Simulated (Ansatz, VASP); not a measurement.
# NaAl: VASP beside Ansatz

```
CELL_PARAMETERS angstrom
3.51802 0.00000 0.00000
0.00000 3.51802 0.00000
0.00000 0.00000 3.51802
ATOMIC_POSITIONS crystal
Na 0.00000 0.00000 0.00000
Al 0.50000 0.50000 0.50000
```

Alike in both runs: task single point; functional LDA; k mesh 11 × 11 × 11; occupations fermi-dirac, width 0.05 eV; no spin polarisation.

```csv
,VASP,Ansatz
version,VASP 6.6.1,Ansatz 0.2.0
potentials or method,"VASP PAW LDA potentials, release 64 (Na_pv, Al), cutoff 520 eV","all-electron LAPW, scalar-relativistic"
```

```csv
,VASP,Ansatz,Ansatz less VASP
gap on the k mesh at the Fermi level (eV),none,none,-
pressure (GPa),0.0,0.0,-0.02
```

LDA's correlation is that of Perdew and Zunger in VASP and of Perdew and Wang (1992) in Ansatz. A gap of «none» marks a metal or a gap that the smearing closes. Ansatz ran all-electron here, and VASP with PAW potentials.
